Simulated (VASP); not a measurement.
# Zr (P6_3/mmc) in VASP: notebook

The runs below take Zr through single point, relaxation of cell and atoms, with LDA.

Program: VASP 6.6.1. These are calculated values, not measurements. Logs are shortened: lines on timing, memory, paths and dates and some standing lists are left out, and cuts for length are marked.

## 1. The cell of the first run

It takes space group P6_3/mmc (No. 194, hexagonal). The conventional cell has a = 3.004 Å, b = 3.004 Å, c = 4.972 Å, α = 90.00°, β = 90.00°, γ = 120.00°. Within 4.0 Å of Zr (site symmetry -6m2) lie 12 Zr at 3.00 to 3.03 Å.

## 2. Single point, LDA

Input file INCAR:

```
  PREC = Accurate
  ENCUT = 520
  EDIFF = 1E-6
  ISMEAR = 0
  SIGMA = 0.05
  LREAL = False
  LASPH = True
  NELM = 80
  ALGO = Normal
  ISIF = 2
  LWAVE = False
  LCHARG = True
  LELF = True
  LVHAR = True
  NBANDS = 19
```

Input file KPOINTS:

```
regular mesh
0
Gamma
  16 16 10
```

Input file POSCAR:

```
Zr
1.0
    3.0038270499      0.0000000000      0.0000000000
   -1.5019135250      2.6013905338      0.0000000000
    0.0000000000      0.0000000000      4.9718021862
Zr
2
Direct
    0.3333333333      0.6666666667      0.2500000000
    0.6666666667      0.3333333333      0.7500000000
```

Potentials or basis: VASP PAW LDA potentials, release 64 (Zr_sv).

Command:

```console
$ cat potpaw_LDA.64/Zr_sv/POTCAR > POTCAR
$ mpirun -np 1 vasp_std > vasp.out
```

OUTCAR:

```text
PREC = Accurate
   ENCUT = 520
   EDIFF = 1E-6
   ISMEAR = 0
   LREAL = False
   LASPH = True
   NELM = 80
   ISIF = 2

 ion  position               nearest neighbor table
   1  0.333  0.667  0.250-   2 3.03   2 3.03   2 3.03   2 3.03   2 3.03   2 3.03
   2  0.667  0.333  0.750-   1 3.03   1 3.03   1 3.03   1 3.03   1 3.03   1 3.03

  LATTYP: Found a hexagonal cell.
 ALAT       =     3.0038270499
 C/A-ratio  =     1.6551559406

  Lattice vectors:

 A1 = (   3.0038270499,   0.0000000000,   0.0000000000)
 A2 = (  -1.5019135250,   2.6013905338,   0.0000000000)
 A3 = (   0.0000000000,   0.0000000000,   4.9718021862)

Analysis of symmetry for initial positions (statically):
=====================================================================
 Subroutine PRICEL returns:
 Original cell was already a primitive cell.

 Routine SETGRP: Setting up the symmetry group for a
 hexagonal supercell.

 Subroutine GETGRP returns: Found 24 space group operations
 (whereof 12 operations were pure point group operations)
 out of a pool of 24 trial point group operations.

The static configuration has the point symmetry D_3d.
 The point group associated with its full space group is D_6h.

Analysis of symmetry for dynamics (positions and initial velocities):
=====================================================================
 Subroutine PRICEL returns:
 Original cell was already a primitive cell.

 Routine SETGRP: Setting up the symmetry group for a
 hexagonal supercell.

 Subroutine GETGRP returns: Found 24 space group operations
 (whereof 12 operations were pure point group operations)
 out of a pool of 24 trial point group operations.

The dynamic configuration has the point symmetry D_3d.
 The point group associated with its full space group is D_6h.

 Subroutine INISYM returns: Found 24 space group operations
 (whereof 12 operations are pure point group operations),
 and found     1 'primitive' translations

----------------------------------------------------------------------------------------

                                     Primitive cell

  volume of cell :      38.8503

  direct lattice vectors                    reciprocal lattice vectors
     3.003827050  0.000000000  0.000000000     0.332908647  0.192204897  0.000000000
    -1.501913525  2.601390534  0.000000000     0.000000000  0.384409794  0.000000000
     0.000000000  0.000000000  4.971802186     0.000000000  0.000000000  0.201134310

  length of vectors
     3.003827050  3.003827050  4.971802186     0.384409794  0.384409794  0.201134310

  position of ions in fractional coordinates (direct lattice)
     0.333333333  0.666666667  0.250000000
     0.666666667  0.333333333  0.750000000

  ion indices of the primitive-cell ions
   primitive index   ion index
                 1           1
                 2           2

----------------------------------------------------------------------------------------

 KPOINTS: regular mesh

Automatic generation of k-mesh.
 Grid dimensions read from file:
 generate k-points for:   16   16   10

 Generating k-lattice:

  Cartesian coordinates                     Fractional coordinates (reciprocal lattice)
     0.020806790  0.012012806  0.000000000     0.062500000  0.000000000  0.000000000
     0.000000000  0.024025612  0.000000000     0.000000000  0.062500000  0.000000000
     0.000000000  0.000000000  0.020113431     0.000000000  0.000000000  0.100000000

  Length of vectors
     0.024025612  0.024025612  0.020113431

  Shift w.r.t. Gamma in fractional coordinates (k-lattice)
     0.000000000  0.000000000  0.000000000

 Subroutine IBZKPT returns following result:
 ===========================================

 Found    180 irreducible k-points:

 Following reciprocal coordinates:
            Coordinates               Weight
  0.000000  0.000000  0.000000      1.000000
  0.062500  0.000000  0.000000      6.000000
  0.125000  0.000000  0.000000      6.000000
  0.187500  0.000000  0.000000      6.000000
  0.250000  0.000000  0.000000      6.000000
  0.312500  0.000000  0.000000      6.000000
[... 16 lines left out ...]
  0.187500  0.187500  0.000000      6.000000
  0.250000  0.187500  0.000000     12.000000
 [... further k-points ...]
   k-points           NKPTS =    180   k-points in BZ     NKDIM =    180   number of bands    NBANDS=     19
   number of dos      NEDOS =    301   number of ions     NIONS =      2
   total plane-waves  NPLWV =  23040
   dimension x,y,z NGX =    24 NGY =   24 NGZ =   40
   dimension x,y,z NGXF=    48 NGYF=   48 NGZF=   80
   ions per type =               2
   NGX,Y,Z   is equivalent  to a cutoff of  13.28, 13.28, 13.38 a.u.
   NGXF,Y,Z  is equivalent  to a cutoff of  26.57, 26.57, 26.75 a.u.
 SYSTEM =  unknown system
   PREC   = accura    normal or accurate (medium, high low for compatibility)
   ISTART =      0    job   : 0-new  1-cont  2-samecut
   ICHARG =      2    charge: 1-file 2-atom 10-const
   ISPIN  =      1    spin polarized calculation?
   LNONCOLLINEAR =      F non collinear calculations
   LSORBIT =      F    spin-orbit coupling
   LASPH  =      T    aspherical Exc in radial PAW
   ENCUT  =  520.0 eV  38.22 Ry    6.18 a.u.   5.59  5.59  9.24*2*pi/ulx,y,z
   NELM   =     80;   NELMIN=  2; NELMDL= -5     # of ELM steps
   EDIFF  = 0.1E-05   stopping-criterion for ELM
   LREAL  =      F    real-space projection
   EDIFFG = 0.1E-04   stopping-criterion for IOM
   NSW    =      0    number of steps for IOM
   IBRION =     -1    ionic relax: 0-MD 1-quasi-New 2-CG
   NFREE  =      0    steps in history (QN), initial steepest desc. (CG)
   ISIF   =      2    stress and relaxation
   ISYM   =      2    0-nonsym 1-usesym 2-fastsym
   POTIM  = 0.5000    time-step for ionic-motion
   TEBEG  =    0.0;   TEEND  =   0.0 temperature during run
   PSTRESS=    0.0 pullay stress
   NELECT =      24.0000    total number of electrons
   NUPDOWN=      -1.0000    fix difference up-down
   EMIN   =  10.00;   EMAX   =-10.00  energy-range for DOS
   EFERMI =   0.00;   METHOD = LEGACY
   ISMEAR =     0;   SIGMA  =   0.05  broadening in eV -4-tet -1-fermi 0-gaus
   EFERMI_NEDOS =   21; number of points for ismear=-14 and -15
   IALGO  =     38    algorithm
   IMIX   =      4    mixing-type and parameters
     AMIX     =   0.40;   BMIX     =  1.00
     AMIX_MAG =   1.60;   BMIX_MAG =  1.00
  volume/ion in A,a.u.               =      19.43       131.09
  Fermi-wavevector in a.u.,A,eV,Ry     =   1.394271  2.634790 26.449605  1.943991
  Thomas-Fermi vector in A             =   2.517836
   LORBIT       =      0    0 simple, 1 ext, 2 COOP (PROOUT), +10 PAW based schemes
   GGA     = CA    functional components
   LHFCALC =     F    Hartree Fock is set to
   AEXX    =    0.0000 exact exchange contribution
   IVDW    =     0    specifies the selected vdW correction
   LEPSILON=     F    determine dielectric tensor
   LRPA    =     F    only Hartree local field effects (RPA)
 non-spin polarized calculation
 Gauss-broadening in eV      SIGMA  =   0.05
  energy-cutoff  :      520.00
  volume of cell :       38.85
 maximum number of plane-waves:      1075
 NGX is ok and might be reduce to    24
   NGX = 11   NGY = 11   NGZ = 19

 number of electron      24.0000000 magnetization

 Free energy of the ion-electron system (eV)
  ---------------------------------------------------
  ext. energy  EPLUGINS =         0.00000000
  ---------------------------------------------------
  free energy    TOTEN  =       -18.38932936 eV

  energy without entropy =      -18.38642332  energy(sigma->0) =      -18.38787634

 E-fermi :  10.9553     XC(G=0): -12.1431

 val. band max:       10.9539014757   @ k =   0.3750   0.2500   0.3000
 cond. band min:      10.9693987825   @ k =   0.3750   0.1875   0.2000
 fundamental gap:      0.0154973068
 Fermi energy:        10.9553322454

 k-point     1 :       0.0000    0.0000    0.0000
  band No.  band energies     occupation
      1     -37.3273      2.00000
      2     -37.0422      2.00000
      3     -16.3254      2.00000
      4     -14.7977      2.00000
      5     -14.7977      2.00000
      6     -14.6640      2.00000
[... 11 lines left out ...]
     18      13.7277      0.00000
     19      16.3464      0.00000

 k-point     2 :       0.0625    0.0000    0.0000
  band No.  band energies     occupation
      1     -37.3172      2.00000
      2     -37.0368      2.00000
      3     -16.3044      2.00000
      4     -14.8531      2.00000
      5     -14.8144      2.00000
      6     -14.6707      2.00000
[... 11 lines left out ...]
     18      13.5956      0.00000
     19      16.4423      0.00000

 k-point     3 :       0.1250    0.0000    0.0000
  band No.  band energies     occupation
      1     -37.2882      2.00000
      2     -37.0216      2.00000
      3     -16.2430      2.00000
      4     -15.0098      2.00000
      5     -14.8608      2.00000
      6     -14.8127      2.00000
[... 11 lines left out ...]
     18      13.2700      0.00000
     19      16.6613      0.00000

 k-point     4 :       0.1875    0.0000    0.0000
  band No.  band energies     occupation
      1     -37.2437      2.00000
      2     -36.9995      2.00000
      3     -16.1459      2.00000
      4     -15.2417      2.00000
      5     -15.0393      2.00000
      6     -14.9273      2.00000
[... 11 lines left out ...]
     18      13.7487      0.00000
     19      16.8936      0.00000

 k-point     5 :       0.2500    0.0000    0.0000
  band No.  band energies     occupation
      1     -37.1890      2.00000
      2     -36.9749      2.00000
      3     -16.0208      2.00000
      4     -15.5106      2.00000
      5     -15.2944      2.00000
      6     -15.0025      2.00000
[... 11 lines left out ...]
     18      14.5441      0.00000
     19      17.0778      0.00000
[... 334 lines left out ...]
      2     -36.9295      2.00000
      3     -16.0810      2.00000
      4     -15.8259      2.00000
      5     -15.5728      2.00000
      6     -15.2886      2.00000
[... 11 lines left out ...]
     18      16.8870      0.00000
     19      18.5183      0.00000

 k-point    22 :       0.4375    0.1250    0.0000
  band No.  band energies     occupation
      1     -37.0086      2.00000
      2     -36.9297      2.00000
      3     -16.1261      2.00000
      4     -15.8574      2.00000
      5     -15.5207      2.00000
      6     -15.3109      2.00000
[... 11 lines left out ...]
     18      16.9500      0.00000
     19      19.0016      0.00000

 k-point    23 :       0.1875    0.1875    0.0000
  band No.  band energies     occupation
      1     -37.1175      2.00000
      2     -36.9480      2.00000
      3     -15.8446      2.00000
      4     -15.6517      2.00000
      5     -15.6314      2.00000
      6     -15.1156      2.00000
[... 11 lines left out ...]
     18      16.3795      0.00000
     19      16.7414      0.00000

 k-point    24 :       0.2500    0.1875    0.0000
  band No.  band energies     occupation
      1     -37.0676      2.00000
      2     -36.9346      2.00000
      3     -15.8350      2.00000
      4     -15.7228      2.00000
      5     -15.7085      2.00000
      6     -15.2382      2.00000
[... 11 lines left out ...]
     18      16.6684      0.00000
     19      17.5281      0.00000

 [... further k-points ...]

------------------------ aborting loop because EDIFF is reached ----------------------------------------

  FORCE on cell =-STRESS in cart. coord.  units (eV):
  Direction    XX          YY          ZZ          XY          YZ          ZX
  --------------------------------------------------------------------------------------
  -------------------------------------------------------------------------------------
  Total        3.4117667      3.4117667      3.4386762     -0.0000000      0.0000000      0.0000000
  in kB      140.7004842    140.7004842    141.8102240     -0.0000000      0.0000000      0.0000000
  external PRESSURE =     141.0703975 kB  Pullay stress =       0.0000000 kB

 VOLUME and BASIS-vectors are now :
 -----------------------------------------------------------------------------
  energy-cutoff  :      520.00
  volume of cell :       38.85
      direct lattice vectors                 reciprocal lattice vectors
     3.003827050  0.000000000  0.000000000     0.332908647  0.192204897  0.000000000
    -1.501913525  2.601390534  0.000000000     0.000000000  0.384409794  0.000000000
     0.000000000  0.000000000  4.971802186     0.000000000  0.000000000  0.201134310

 POSITION                                       TOTAL-FORCE (eV/Angst)
 -----------------------------------------------------------------------------------
     -0.00000      1.73426      1.24295        -0.000000      0.000000      0.000000
      1.50191      0.86713      3.72885         0.000000     -0.000000      0.000000
 -----------------------------------------------------------------------------------
    total drift:                               -0.000000      0.000000     -0.000000

  FREE ENERGIE OF THE ION-ELECTRON SYSTEM (eV)
  ---------------------------------------------------
  free  energy   TOTEN  =       -18.3893293624 eV

  energy  without entropy=      -18.3864233196  energy(sigma->0) =      -18.38787634
```

It took 1.9 min on 1 thread of Intel Xeon Platinum 8259CL at 2.50GHz (Skylake/Cascade Lake), shared host; peak memory 0.22 GiB.

Results:

| Item | Value |
| --- | --- |
| Free energy | -18.3893 eV |
| Pressure | 14.1 GPa |
| Band gap on the k mesh | zero (bands 12 and 13 overlap by 1.34 eV) |

Stress tensor (GPa, compression positive):
```
14.07  0.00  0.00
 0.00 14.07  0.00
 0.00  0.00 14.18
```

Caveat: the cell stands under pressure.

## 3. Relaxation of cell and atoms, LDA, target pressure 14 GPa, at which the enthalpy is minimised

This run uses another cell than the first one, of 20.15 Å³/atom.

Input file INCAR:

```
ALGO     = Fast           # electronic algorithm
EDIFF    = 1E-6           # SCF threshold, eV
EDIFFG   = -0.01          # ionic threshold
ENCUT    = 600            # plane-wave cutoff, eV
GGA      = CA             # functional
IBRION   = 2              # ionic algorithm
ISIF     = 3              # what is computed and relaxed
ISMEAR   = 0              # smearing method
LASPH    = T              # aspherical terms in the spheres
LCHARG   = F              # write CHGCAR
LREAL    = F              # projectors in reciprocal space
LWAVE    = F              # write WAVECAR
NELM     = 100            # most SCF steps
NSW      = 80             # ionic steps
PREC     = Accurate       # precision mode
PSTRESS  = 140.0        
SIGMA    = 0.05           # smearing width, eV
```

Input file KPOINTS:

```
k-points
0
Gamma
  16 16 10
```

Input file POSCAR:

```
Zr
1.0
    3.0505311836      0.0000000000      0.0000000000
   -1.5252655918      2.6418375001      0.0000000000
    0.0000000000      0.0000000000      5.0016447420
Zr
2
Direct
    0.3333333333      0.6666666667      0.2500000000
    0.6666666667      0.3333333333      0.7500000000
```

Potentials or basis: VASP PAW LDA potentials, release 64 (Zr_sv).

Command:

```console
$ cat potpaw_LDA.64/Zr_sv/POTCAR > POTCAR
$ mpirun -np 1 vasp_std > vasp.out
```

OUTCAR:

```text
EDIFF = 1E-6
   EDIFFG = -0.01
   ENCUT = 600
   GGA = CA
   IBRION = 2
   ISIF = 3
   ISMEAR = 0
   LASPH = T
   LREAL = F
   NELM = 100
   NSW = 80
   PREC = Accurate
   PSTRESS = 140.0

 ion  position               nearest neighbor table
   1  0.333  0.667  0.250-   2 3.06   2 3.06   2 3.06   2 3.06   2 3.06   2 3.06
   2  0.667  0.333  0.750-   1 3.06   1 3.06   1 3.06   1 3.06   1 3.06   1 3.06

  LATTYP: Found a hexagonal cell.
 ALAT       =     3.0505311836
 C/A-ratio  =     1.6395979719

  Lattice vectors:

 A1 = (   3.0505311836,   0.0000000000,   0.0000000000)
 A2 = (  -1.5252655918,   2.6418375001,   0.0000000000)
 A3 = (   0.0000000000,   0.0000000000,   5.0016447420)

Analysis of symmetry for initial positions (statically):
=====================================================================
[... 372 lines left out ...]
  free energy    TOTEN  =       -18.39269257 eV

  energy without entropy =      -18.38978007  energy(sigma->0) =      -18.39123632

 E-fermi :  10.9436     XC(G=0): -12.1389

 val. band max:       10.9408446467   @ k =   0.3750   0.2500   0.3000
 cond. band min:      10.9581865898   @ k =   0.3750   0.1875   0.2000
 fundamental gap:      0.0173419431
 Fermi energy:        10.9436316019

 k-point     1 :       0.0000    0.0000    0.0000
  band No.  band energies     occupation
      1     -37.3392      2.00000
      2     -37.0559      2.00000
      3     -16.3342      2.00000
      4     -14.8098      2.00000
      5     -14.8098      2.00000
      6     -14.6796      2.00000
[... 433 lines left out ...]
      3     -15.8470      2.00000
      4     -15.7355      2.00000
      5     -15.7188      2.00000
      6     -15.2505      2.00000
[... 8 lines left out ...]
     15      12.2680      0.00000
     16      14.2452      0.00000

 [... further k-points ...]

------------------------ aborting loop because EDIFF is reached ----------------------------------------

  FORCE on cell =-STRESS in cart. coord.  units (eV):
  Direction    XX          YY          ZZ          XY          YZ          ZX
  --------------------------------------------------------------------------------------
  -------------------------------------------------------------------------------------
  Total        3.3969321      3.3969321      3.4002743      0.0000000     -0.0000000      0.0000000
  in kB      139.9720931    139.9720932    140.1098103      0.0000000     -0.0000000      0.0000000
  external PRESSURE =       0.0179989 kB  Pullay stress =     140.0000000 kB
[... 21 lines left out ...]
  energy  without entropy=      -18.3897800692  energy(sigma->0) =      -18.39123632

  enthalpy is  TOTEN    =       -14.9950831723 eV   P V=        3.3976094022

 reached required accuracy - stopping structural energy minimisation
```

Wall time 12 min (1 thread of Intel Xeon Platinum 8259CL at 2.50GHz (Skylake/Cascade Lake), shared host); peak memory 0.24 GiB.

What came out:

| Quantity | Value |
| --- | --- |
| Free energy | -18.3927 eV |
| Relaxed volume | 19.44 Å³/atom |
| Relaxed cell | a = 3.004 Å, b = 3.004 Å, c = 4.976 Å, α = 90.00°, β = 90.00°, γ = 120.00° |
| Space group after relaxing (to 0.1 Å) | P6_3/mmc (No. 194) |
| Energy change on relaxing (the run minimises the enthalpy) | +51.3 meV/atom |
| Ionic steps | 6 |
| Pressure after relaxing | 14.0 GPa |
| Band gap on the k mesh | zero (bands 12 and 13 overlap by 1.34 eV) |

Step by step:
| step | energy change (eV) | largest force (eV/Å) | pressure (GPa) | volume (Å³) |
| --- | --- | --- | --- | --- |
| 1 | 0.0000 | 0.0000 | 9.13 | 40.31 |
| 2 | 0.3365 | 0.0000 | 22.69 | 36.84 |
| 3 | 0.0970 | 0.0000 | 13.97 | 38.95 |
| 4 | 0.0994 | 0.0000 | 14.08 | 38.93 |
| 5 | 0.1006 | 0.0000 | 14.02 | 38.91 |
| 6 | 0.1026 | 0.0000 | 14.00 | 38.88 |

Final structure:
```xyz
2
Lattice="3.0038 0.0000 0.0000 -1.5019 2.6014 0.0000 0.0000 0.0000 4.9760" Properties=species:S:1:pos:R:3 pbc="T T T"
Zr    0.0000    1.7342    1.2440
Zr    1.5019    0.8671    3.7320
```

Levels at points of the mesh, in eV from the Fermi level:
| k point | band 9 | band 10 | band 11 | band 12 | band 13 | band 14 | band 15 | band 16 |
| --- | --- | --- | --- | --- | --- | --- | --- | --- |
| (0.00, 0.00, 0.00) | -5.84 | -3.51 | 0.64 | 0.92 | 0.92 | 1.69 | 1.69 | 1.78 |
| (0.50, 0.00, 0.00) | -3.27 | -2.79 | -2.77 | 0.50 | 0.72 | 0.75 | 1.60 | 6.30 |
| (0.00, 0.00, 0.50) | -4.01 | -4.01 | -0.13 | -0.13 | 0.88 | 0.88 | 0.88 | 0.88 |
| (0.50, 0.00, 0.50) | -3.46 | -3.46 | -1.60 | -1.60 | 2.55 | 2.55 | 2.72 | 2.72 |

Caveat: the cell is relaxed towards a set pressure, so the run minimises the enthalpy, not the energy.

[end of part 1 of 2]
